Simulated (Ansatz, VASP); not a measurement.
AgB2 in VASP and in Ansatz

```xyz
3
Lattice="3.0208 0.0000 0.0000 -1.5104 2.6161 0.0000 0.0000 0.0000 4.0622" Properties=species:S:1:pos:R:3 pbc="T T T"
Ag    0.0000    0.0000    0.0000
B     0.0000    1.7441    2.0311
B     1.5104    0.8720    2.0311
```

Alike in both runs: functional PBE; k mesh 14 × 14 × 11; occupations fermi-dirac, width 0.05 eV; no spin polarisation.

Ansatz relaxed the structure, and its values are those at the end. VASP's run is a single point on that final structure, the one shown.

|  | VASP | Ansatz |
| --- | --- | --- |
| version | VASP 6.6.1 | Ansatz 0.2.0 |
| potentials or method | VASP PAW PBE potentials, release 64 (Ag, B), cutoff 520 eV | all-electron LAPW, scalar-relativistic |

```tsv
	VASP	Ansatz	Ansatz less VASP
pressure (GPa)	-0.1	0.0	+0.06
```

Ansatz ran all-electron here, and VASP with PAW potentials.
